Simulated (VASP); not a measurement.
Ta3Sb, 8 atoms in the cell. The structure is cubic, space group Pm-3n (No. 223). Conventional cell: a = 5.265 Å, b = 5.265 Å, c = 5.265 Å, α = 90.00°, β = 90.00°, γ = 90.00°. Ta (site symmetry -4m2) has 10 Ta at 2.63 to 3.22 Å and 4 Sb at 2.94 Å within 3.5 Å. Sb (site symmetry m-3) has 12 Ta at 2.94 Å within 3.9 Å. 

```yaml
Program: VASP 6.6.1
Task: single point
Functional: PBEsol
Potentials_or_basis: VASP PAW PBE potentials, release 64 (Ta_pv, Sb)
Cutoff: 520 eV
k_mesh: 4 × 4 × 4
Occupations: gaussian, width 0.1 eV
Spin: collinear spin
Starting_moments: "[1.0, 1.0, 1.0, 1.0, 1.0, 1.0, 0.0, 0.0] μB"
Dipole_correction: no
Further_INCAR_settings: ALGO = Fast; EDIFF = 1e-07; NBANDS = 52
```

Potentials or basis: VASP PAW PBE potentials, release 64 (Ta_pv, Sb).

Command:

```bash
$ cat potpaw_PBE.64/Ta_pv/POTCAR potpaw_PBE.64/Sb/POTCAR > POTCAR
$ mpirun -np 1 vasp_std > vasp.out
```

Hardware: 1 thread of Intel(R) Xeon(R) Platinum 8175M CPU @ 2.50GHz (Skylake/Cascade Lake), with other jobs on the host.

How long does it take, and how much memory?

It took 7 min on 1 thread of Intel(R) Xeon(R) Platinum 8175M CPU @ 2.50GHz (Skylake/Cascade Lake), on a shared host, peak memory 0.34 GiB. Counts: scf iterations 19, k points 10.
